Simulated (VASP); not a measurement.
Runs of VASP 6.6.1 on GdN. The structure is cubic, space group F-43m (No. 216). Conventional cell: a = 5.459 Å, b = 5.459 Å, c = 5.459 Å, α = 90.00°, β = 90.00°, γ = 90.00°. Within 3.1 Å of Gd (site symmetry -43m) lie 4 N at 2.36 Å. N (site symmetry -43m) has 4 Gd at 2.36 Å within 3.1 Å. 

```csv
spin,fixed moment (μB),gap on the mesh (eV),pressure (GPa),moment (μB)
"collinear, ferrimagnetic start",-,1.49,-10.5,7.00
"collinear, ferromagnetic start",7.7,-,-9.3,7.70
"collinear, ferrimagnetic start",7.0,-,-10.5,7.00
"collinear, ferrimagnetic start",6.3,-,-8.8,6.30
"collinear, ferromagnetic start",-,1.49,-10.5,7.00
off,-,none,(a),-
```

Alike in all rows: task single point; level LDA+U; potentials or basis VASP PAW PBE potentials, release 64 (Gd, N); Gd f U = 8.0 eV; cell as given; k mesh 6 × 6 × 6; cutoff (eV) 600; smearing gaussian 0.05 eV.

**Question.** Estimate the missing entries.

**Answer.** (a) -8.6.

Caveats: the PAW data sets were made with another functional, which shifts forces and pressure a little; spin-orbit coupling is left out, which moves the levels of the heavy elements; a cell with one magnetic atom can't hold antiferromagnetic order, which such compounds often take (some runs); the total moment is fixed, so each spin has its own Fermi level (some runs); U without spin polarisation on a metal has little footing (some runs).

A k mesh can miss the band edges, and the runs leave out spin-orbit coupling on Gd.

A gap of «none» marks levels without a gap at the run's occupations.
